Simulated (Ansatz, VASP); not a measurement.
One calculation of BaTiO3, two programs

```
Ba Ti O
1.0
     3.97237    0.00000    0.00000
     0.00000    3.97237    0.00000
     0.00000    0.00000    4.11223
Ba Ti O
1 1 3
Direct
  0.00000 0.00000 0.99564
  0.50000 0.50000 0.47753
  0.50000 0.50000 0.03455
  0.50000 0.00000 0.51764
  0.00000 0.50000 0.51764
```

Alike in both runs: task single point; functional PBE; k mesh 6 × 6 × 6; occupations fermi-dirac, width 0.02 eV; no spin polarisation.

|  | VASP | Ansatz |
| --- | --- | --- |
| version | VASP 6.6.1 | Ansatz 0.2.0 |
| potentials or method | VASP PAW PBE potentials, release 64 (Ba_sv, Ti_sv, O_h) | plane waves, PAW |
| plane-wave cutoff (eV) | 910 | 420 |
| valence electrons in the cell | 40 | 40 |

```tsv
	VASP	Ansatz	Ansatz less VASP
gap on the k mesh at the Fermi level (eV)	1.81	1.87	+0.056
rms of the force components (eV/Å)	0.050	0.039	-0.0110
```

Atom by atom the forces differ by 0.018 eV/Å (rms over components). With one functional, cell and mesh, what is left measures potentials, basis and numerics.

Spin-orbit coupling is off throughout. Noted on VASP's run: the cutoff is short for stress, so the pressure is rough.
